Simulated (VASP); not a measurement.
Crystal: CdPd.

```
CELL_PARAMETERS angstrom
3.02760 0.00000 0.00000
0.00000 3.02760 0.00000
0.00000 0.00000 3.63100
ATOMIC_POSITIONS crystal
Cd 0.00000 0.00000 0.00000
Pd 0.50000 0.50000 0.50000
```

| Quantity | Value |
| --- | --- |
| Program | VASP 6.6.1 |
| Task | relaxation of volume and atoms at fixed shape |
| Functional | LDA |
| Potentials or basis | VASP PAW LDA potentials, release 64 (Cd, Pd) |
| Cutoff | 600 eV |
| k mesh | 7 × 7 × 6 |
| Occupations | gaussian, width 0.1 eV |
| Spin | no spin polarisation |

At the start: pressure -5.0 GPa; volume 16.64 Å³/atom.

Problem. Where does the relaxation end?

Solution. Over 3 steps the energy falls by 9.4 meV/atom and the volume is 16.07 Å³/atom (-3.5 %); space group P4/mmm (No. 123, to 0.05 Å).

The path:
```
step  energy change (eV)  largest force (eV/Å)  pressure (GPa)  volume (Å³)
   1              0.0000                0.0000           -5.02        33.28
   2              0.0086                0.0000            7.12        30.83
   3             -0.0189                0.0000           -0.04        32.13
```

Final structure:
```
Cd Pd
1.0
     2.99232    0.00000    0.00000
     0.00000    2.99232    0.00000
     0.00000    0.00000    3.58869
Cd Pd
1 1
Cartesian
  0.0000 0.0000 0.0000
  1.4962 1.4962 1.7943
```
